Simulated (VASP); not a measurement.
The system is Al.

```xyz
1
Lattice="-1.5912 1.5912 1.5912 1.5912 -1.5912 1.5912 1.5912 1.5912 -1.5912" Properties=species:S:1:pos:R:3 pbc="T T T"
Al    0.0000    0.0000    0.0000
```

This isn't the form of Al at room conditions, which is fcc.

Base run:

```yaml
Program: VASP 6.6.1
Functional: BLYP
Potentials_or_basis: VASP PAW PBE potentials, release 64 (Al)
Cutoff: 500 eV
k_mesh: 13 × 13 × 13
Occupations: fermi-dirac, width 0.15 eV
Spin: no spin polarisation
```

Its results: band gap on the k mesh zero (an odd number of electrons rules out a gap without spin polarisation); pressure 7.6 GPa.

Task: The run is repeated on the same cell with these changes: functional from BLYP to PBEsol. What comes out?

Result: Band gap on the k mesh zero (an odd number of electrons rules out a gap without spin polarisation); pressure 2.2 GPa.

PBEsol binds more tightly than BLYP, so the same cell stands under less pressure.

Caveats: the PAW data sets were made with another functional, which shifts forces and pressure a little; the cell stands under pressure (at least some runs).
